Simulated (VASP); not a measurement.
La, 1 atom in the cell. The structure is hexagonal, space group P6/mmm (No. 191). Conventional cell: a = 3.394 Å, b = 3.394 Å, c = 3.190 Å, α = 90.00°, β = 90.00°, γ = 120.00°. La (site symmetry 6/mmm) has 8 La at 3.19 to 3.39 Å within 4.2 Å. This isn't the form of La at room conditions, which is double hcp.

```yaml
Program: VASP 6.6.1
Task: relaxation of cell and atoms
Functional: PBEsol
Potentials_or_basis: VASP PAW PBE potentials, release 64 (La)
Cutoff: 600 eV
k_mesh: 13 × 13 × 12
Occupations: fermi-dirac, width 0.08 eV
Spin: no spin polarisation
Target_pressure: 4 GPa
Dipole_correction: no
Further_INCAR_settings: ALGO = Normal; EDIFF = 1e-07; IBRION = 2; EDIFFG = -0.005; NSW = 60; ISIF = 3
```

Potentials or basis: VASP PAW PBE potentials, release 64 (La).

Run with:

```sh
$ cat potpaw_PBE.64/La/POTCAR > POTCAR
$ mpirun -np 1 vasp_std > vasp.out
```

Hardware: 1 thread of Intel Xeon 8259CL (shared host).

How long does it take, and how much memory?

Wall time 7.8 min on 1 thread of Intel Xeon 8259CL, on a shared host, peak memory 0.23 GiB. Counts: scf iterations 52, k points 147, ion steps 7.
